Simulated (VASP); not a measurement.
# BaTiO3 (Pm-3m) in VASP: single point with PBE0

Aim: the single point of BaTiO3 with PBE0.

Everything below comes from runs of VASP 6.6.1. Logs are shortened: lines on timing, memory, paths and dates and some standing lists are left out, and cuts for length are marked.

**1. The cell of the first run**

Symmetry: Pm-3m, No. 221, cubic system. The conventional cell has a = 3.994 Å, b = 3.994 Å, c = 3.994 Å, α = 90.00°, β = 90.00°, γ = 90.00°. Within 3.7 Å of Ba (site symmetry m-3m) lie 12 O at 2.82 Å and 8 Ti at 3.46 Å. Ti (site symmetry m-3m) has 6 O at 2.00 Å within 2.6 Å. O (site symmetry 4/mmm) has 2 Ti at 2.00 Å within 2.6 Å.

**2. Single point, PBE0**

POSCAR

```
BaTiO3
1.0
    3.9940965264      0.0000000000      0.0000000000
    0.0000000000      3.9940965264      0.0000000000
    0.0000000000      0.0000000000      3.9940965264
Ba Ti O
1 1 3
Direct
    0.0000000000      0.0000000000      0.0000000000
    0.5000000000      0.5000000000      0.5000000000
    0.5000000000      0.5000000000      0.0000000000
    0.5000000000      0.0000000000      0.5000000000
    0.0000000000      0.5000000000      0.5000000000
```

INCAR.step1

```
  PREC = Accurate
  ENCUT = 520
  EDIFF = 1E-5
  ISMEAR = 0
  SIGMA = 0.01
  LREAL = F
  LASPH = T
  NELM = 80
  ALGO = Normal
  ISIF = 2
  LWAVE = T
  LCHARG = F
  NBANDS = 28
  GGA = PE
```

INCAR.step2

```
  PREC = Accurate
  ENCUT = 520
  EDIFF = 1E-6
  ISMEAR = 0
  SIGMA = 0.01
  LREAL = F
  LASPH = T
  NELM = 80
  ALGO = Normal
  ISIF = 2
  LWAVE = F
  LCHARG = F
  GGA = PE
  LHFCALC = T
  AEXX = 0.25
  PRECFOCK = Fast
  NBANDS = 28
  ISTART = 1
```

KPOINTS

```
regular mesh
0
Gamma
  4 4 4
```

Potentials or basis: VASP PAW PBE potentials, release 64 (Ba_sv, Ti_sv, O).

Launch:

```sh
$ cat potpaw_PBE.64/Ba_sv/POTCAR potpaw_PBE.64/Ti_sv/POTCAR potpaw_PBE.64/O/POTCAR > POTCAR
$ cp INCAR.step1 INCAR
$ mpirun -np 1 vasp_std > vasp.out
$ cp INCAR.step2 INCAR
$ mpirun -np 1 vasp_std > vasp.out
```

OUTCAR:

```text
PREC = Accurate
   ENCUT = 520
   EDIFF = 1E-6
   ISMEAR = 0
   LREAL = F
   LASPH = T
   NELM = 80
   ISIF = 2
   GGA = PE
   LHFCALC = T
   AEXX = 0.25
   PRECFOCK = Fast
   ISTART = 1

 ion  position               nearest neighbor table
   1  0.000  0.000  0.000-   3 2.82   4 2.82   5 2.82   4 2.82   5 2.82   3 2.82   5 2.82   5 2.82
                             3 2.82   4 2.82   4 2.82   3 2.82   2 3.46   2 3.46   2 3.46   2 3.46
   2  0.500  0.500  0.500-   3 2.00   4 2.00   5 2.00   3 2.00   4 2.00   5 2.00   1 3.46   1 3.46
                             1 3.46   1 3.46   1 3.46   1 3.46   1 3.46   1 3.46
   3  0.500  0.500  0.000-   2 2.00   2 2.00   1 2.82   1 2.82   1 2.82   1 2.82
   4  0.500  0.000  0.500-   2 2.00   2 2.00   1 2.82   1 2.82   1 2.82   1 2.82
   5  0.000  0.500  0.500-   2 2.00   2 2.00   1 2.82   1 2.82   1 2.82   1 2.82

  LATTYP: Found a simple cubic cell.
 ALAT       =     3.9940965264

  Lattice vectors:

 A1 = (   3.9940965264,   0.0000000000,   0.0000000000)
 A2 = (   0.0000000000,   3.9940965264,   0.0000000000)
 A3 = (   0.0000000000,   0.0000000000,   3.9940965264)

Analysis of symmetry for initial positions (statically):
=====================================================================
 Subroutine PRICEL returns:
 Original cell was already a primitive cell.

 Routine SETGRP: Setting up the symmetry group for a
 simple cubic supercell.

 Subroutine GETGRP returns: Found 48 space group operations
 (whereof 48 operations were pure point group operations)
 out of a pool of 48 trial point group operations.

The static configuration has the point symmetry O_h .

Analysis of symmetry for dynamics (positions and initial velocities):
=====================================================================
 Subroutine PRICEL returns:
 Original cell was already a primitive cell.

 Routine SETGRP: Setting up the symmetry group for a
 simple cubic supercell.

 Subroutine GETGRP returns: Found 48 space group operations
 (whereof 48 operations were pure point group operations)
 out of a pool of 48 trial point group operations.

The dynamic configuration has the point symmetry O_h .

 Subroutine INISYM returns: Found 48 space group operations
 (whereof 48 operations are pure point group operations),
 and found     1 'primitive' translations

----------------------------------------------------------------------------------------

                                     Primitive cell

  volume of cell :      63.7171

  direct lattice vectors                    reciprocal lattice vectors
     3.994096526  0.000000000  0.000000000     0.250369512  0.000000000  0.000000000
     0.000000000  3.994096526  0.000000000     0.000000000  0.250369512  0.000000000
     0.000000000  0.000000000  3.994096526     0.000000000  0.000000000  0.250369512

  length of vectors
     3.994096526  3.994096526  3.994096526     0.250369512  0.250369512  0.250369512

  position of ions in fractional coordinates (direct lattice)
     0.000000000  0.000000000  0.000000000
     0.500000000  0.500000000  0.500000000
     0.500000000  0.500000000  0.000000000
     0.500000000  0.000000000  0.500000000
     0.000000000  0.500000000  0.500000000

  ion indices of the primitive-cell ions
   primitive index   ion index
                 1           1
                 2           2
                 3           3
                 4           4
                 5           5

----------------------------------------------------------------------------------------

 KPOINTS: regular mesh

Automatic generation of k-mesh.
 Grid dimensions read from file:
 generate k-points for:    4    4    4

 Generating k-lattice:

  Cartesian coordinates                     Fractional coordinates (reciprocal lattice)
     0.062592378  0.000000000  0.000000000     0.250000000  0.000000000  0.000000000
     0.000000000  0.062592378  0.000000000     0.000000000  0.250000000  0.000000000
     0.000000000  0.000000000  0.062592378     0.000000000  0.000000000  0.250000000

  Length of vectors
     0.062592378  0.062592378  0.062592378

  Shift w.r.t. Gamma in fractional coordinates (k-lattice)
     0.000000000  0.000000000  0.000000000

 Subroutine IBZKPT returns following result:
 ===========================================

 Found     10 irreducible k-points:

 Following reciprocal coordinates:
            Coordinates               Weight
  0.000000  0.000000  0.000000      1.000000
  0.250000  0.000000  0.000000      6.000000
  0.500000  0.000000  0.000000      3.000000
  0.250000  0.250000  0.000000     12.000000
  0.500000  0.250000  0.000000     12.000000
  0.500000  0.500000  0.000000      3.000000
  0.250000  0.250000  0.250000      8.000000
  0.500000  0.250000  0.250000     12.000000
  0.500000  0.500000  0.250000      6.000000
  0.500000  0.500000  0.500000      1.000000
   k-points           NKPTS =     10   k-points in BZ     NKDIM =     64   number of bands    NBANDS=     28
   number of dos      NEDOS =    301   number of ions     NIONS =      5
   total plane-waves  NPLWV =  27000
   dimension x,y,z NGX =    30 NGY =   30 NGZ =   30
   dimension x,y,z NGXF=    60 NGYF=   60 NGZF=   60
   ions per type =               1   1   3
   NGX,Y,Z   is equivalent  to a cutoff of  12.49, 12.49, 12.49 a.u.
   NGXF,Y,Z  is equivalent  to a cutoff of  24.97, 24.97, 24.97 a.u.
 SYSTEM =  unknown system
   PREC   = accura    normal or accurate (medium, high low for compatibility)
   ISTART =      1    job   : 0-new  1-cont  2-samecut
   ICHARG =      0    charge: 1-file 2-atom 10-const
   ISPIN  =      1    spin polarized calculation?
   LNONCOLLINEAR =      F non collinear calculations
   LSORBIT =      F    spin-orbit coupling
   LASPH  =      T    aspherical Exc in radial PAW
   ENCUT  =  520.0 eV  38.22 Ry    6.18 a.u.   7.43  7.43  7.43*2*pi/ulx,y,z
   NELM   =     80;   NELMIN=  2; NELMDL=  0     # of ELM steps
   EDIFF  = 0.1E-05   stopping-criterion for ELM
   LREAL  =      F    real-space projection
   EDIFFG = 0.1E-04   stopping-criterion for IOM
   NSW    =      0    number of steps for IOM
   IBRION =     -1    ionic relax: 0-MD 1-quasi-New 2-CG
   NFREE  =      0    steps in history (QN), initial steepest desc. (CG)
   ISIF   =      2    stress and relaxation
   ISYM   =      3    0-nonsym 1-usesym 2-fastsym
   POTIM  = 0.5000    time-step for ionic-motion
   TEBEG  =    0.0;   TEEND  =   0.0 temperature during run
   PSTRESS=    0.0 pullay stress
   NELECT =      40.0000    total number of electrons
   NUPDOWN=      -1.0000    fix difference up-down
   EMIN   =  10.00;   EMAX   =-10.00  energy-range for DOS
   EFERMI =   0.00;   METHOD = LEGACY
   ISMEAR =     0;   SIGMA  =   0.01  broadening in eV -4-tet -1-fermi 0-gaus
   EFERMI_NEDOS =   21; number of points for ismear=-14 and -15
   IALGO  =     38    algorithm
   IMIX   =      1    mixing-type and parameters
     AMIX     =   0.40;   BMIX     =  1.00
     AMIX_MAG =   1.60;   BMIX_MAG =  1.00
  volume/ion in A,a.u.               =      12.74        86.00
  Fermi-wavevector in a.u.,A,eV,Ry     =   1.401768  2.648958 26.734832  1.964955
  Thomas-Fermi vector in A             =   2.524597
   LORBIT       =      0    0 simple, 1 ext, 2 COOP (PROOUT), +10 PAW based schemes
   GGA     = PE    functional components
   LHFCALC =     T    Hartree Fock is set to
   PRECFOCK=fast      Normal, Fast or Accurate (Low or Medium for compatibility)
   ENCUT4O =  -1.0   cutoff for four orbital integrals eV
   NKREDX  =     1    reduce k-point grid by
   NKREDY  =     1    reduce k-point grid by
   NKREDZ  =     1    reduce k-point grid by
   AEXX    =    0.2500 exact exchange contribution
   HFSCREEN=    0.0000 screening length (either q_TF or 0.3 A-1)
   HFSCREENC=   0.0000 screening length for correlation (either q_TF or 0.3 A-1)
   ENCUTFOCK=  -1.0 apply spherical cutoff to Coloumb kernel
   IVDW    =     0    specifies the selected vdW correction
   LEPSILON=     F    determine dielectric tensor
   LRPA    =     F    only Hartree local field effects (RPA)
 non-spin polarized calculation
 Gauss-broadening in eV      SIGMA  =   0.01
  energy-cutoff  :      520.00
  volume of cell :       63.72
 maximum number of plane-waves:      1747
 NGX is ok and might be reduce to    30
  NGX = 16; NGY = 16; NGZ = 16

 number of electron      39.9999976 magnetization

 Free energy of the ion-electron system (eV)
  ---------------------------------------------------
  ext. energy  EPLUGINS =         0.00000000
  ---------------------------------------------------
  free energy    TOTEN  =       -51.15262976 eV

  energy without entropy =      -51.15262976  energy(sigma->0) =      -51.15262976

 E-fermi :   2.5781     XC(G=0):  -8.8891

 val. band max:        2.4500896320   @ k =   0.5000   0.5000   0.5000
 cond. band min:       6.3543643632   @ k =   0.0000   0.0000   0.0000
 fundamental gap:      3.9042747312
 Fermi energy:         2.5781464881

 k-point     1 :       0.0000    0.0000    0.0000
  band No.  band energies     occupation
      1     -58.6480      2.00000
      2     -33.1824      2.00000
      3     -33.1824      2.00000
      4     -33.1824      2.00000
      5     -23.6789      2.00000
      6     -16.0951      2.00000
[... 20 lines left out ...]
     27       9.8113      0.00000
     28      12.3047      0.00000

 k-point     2 :       0.2500    0.0000    0.0000
  band No.  band energies     occupation
      1     -58.6476      2.00000
      2     -33.2092      2.00000
      3     -33.1806      2.00000
      4     -33.1806      2.00000
      5     -23.6051      2.00000
      6     -16.1727      2.00000
[... 20 lines left out ...]
     27      11.0094      0.00000
     28      13.3543      0.00000

 k-point     3 :       0.5000    0.0000    0.0000
  band No.  band energies     occupation
      1     -58.6471      2.00000
      2     -33.2362      2.00000
      3     -33.1788      2.00000
      4     -33.1788      2.00000
      5     -23.5285      2.00000
      6     -16.3406      2.00000
[... 182 lines left out ...]
      3     -33.2293      2.00000
      4     -33.2011      2.00000
      5     -23.3968      2.00000
      6     -15.4429      2.00000
[... 20 lines left out ...]
     27      13.0254      0.00000
     28      13.0254      0.00000

 k-point    10 :       0.5000    0.5000    0.5000
  band No.  band energies     occupation
      1     -58.6452      2.00000
      2     -33.2273      2.00000
      3     -33.2273      2.00000
      4     -33.2273      2.00000
      5     -23.3578      2.00000
      6     -15.1207      2.00000
[... 20 lines left out ...]
     27      12.7964      0.00000
     28      12.7964      0.00000

------------------------ aborting loop because EDIFF is reached ----------------------------------------

  FORCE on cell =-STRESS in cart. coord.  units (eV):
  Direction    XX          YY          ZZ          XY          YZ          ZX
  --------------------------------------------------------------------------------------
  -------------------------------------------------------------------------------------
  Total       -0.3062405     -0.3062405     -0.3062405      0.0000000     -0.0000000      0.0000000
  in kB       -7.7004743     -7.7004743     -7.7004743      0.0000000     -0.0000000      0.0000000
  external PRESSURE =      -7.7004743 kB  Pullay stress =       0.0000000 kB

 VOLUME and BASIS-vectors are now :
 -----------------------------------------------------------------------------
  energy-cutoff  :      520.00
  volume of cell :       63.72
      direct lattice vectors                 reciprocal lattice vectors
     3.994096526  0.000000000  0.000000000     0.250369512  0.000000000  0.000000000
     0.000000000  3.994096526  0.000000000     0.000000000  0.250369512  0.000000000
     0.000000000  0.000000000  3.994096526     0.000000000  0.000000000  0.250369512

 POSITION                                       TOTAL-FORCE (eV/Angst)
 -----------------------------------------------------------------------------------
      0.00000      0.00000      0.00000         0.000000      0.000000      0.000000
      1.99705      1.99705      1.99705         0.000000      0.000000      0.000000
      1.99705      1.99705      0.00000         0.000000      0.000000      0.000000
      1.99705      0.00000      1.99705         0.000000      0.000000      0.000000
      0.00000      1.99705      1.99705         0.000000      0.000000      0.000000
 -----------------------------------------------------------------------------------
    total drift:                               -0.000001     -0.000008     -0.000002

  FREE ENERGIE OF THE ION-ELECTRON SYSTEM (eV)
  ---------------------------------------------------
  free  energy   TOTEN  =       -51.1526297573 eV

  energy  without entropy=      -51.1526297573  energy(sigma->0) =      -51.15262976
```

It took 22 min on 1 thread of Intel Xeon Platinum 8375C at 2.90GHz (Ice Lake), shared host; peak memory 0.19 GiB.

What came out:

- Free energy: -51.1526 eV
- Pressure: -0.8 GPa
- Band gap on the k mesh: 3.90 eV (least direct gap 4.01 eV)

Levels at points of the mesh, in eV from the valence-band top:
```
           k point  band 17  band 18  band 19  band 20  band 21  band 22  band 23  band 24
(0.00, 0.00, 0.00)    -1.18    -0.10    -0.10    -0.10     3.90     3.90     3.90     6.06
(0.50, 0.00, 0.00)    -1.94    -1.94    -0.75    -0.75     4.08     5.87     5.87     6.07
(0.50, 0.50, 0.00)    -1.92    -0.92    -0.92    -0.09     5.88     5.88     6.41     7.03
(0.50, 0.50, 0.50)    -2.54     0.00     0.00     0.00     6.68     6.68     6.68     9.13
```

Caveat: the PAW data sets were made with another functional, which shifts forces and pressure a little; spin-orbit coupling is left out, which moves the levels of the heavy elements. A k mesh can miss the band edges.
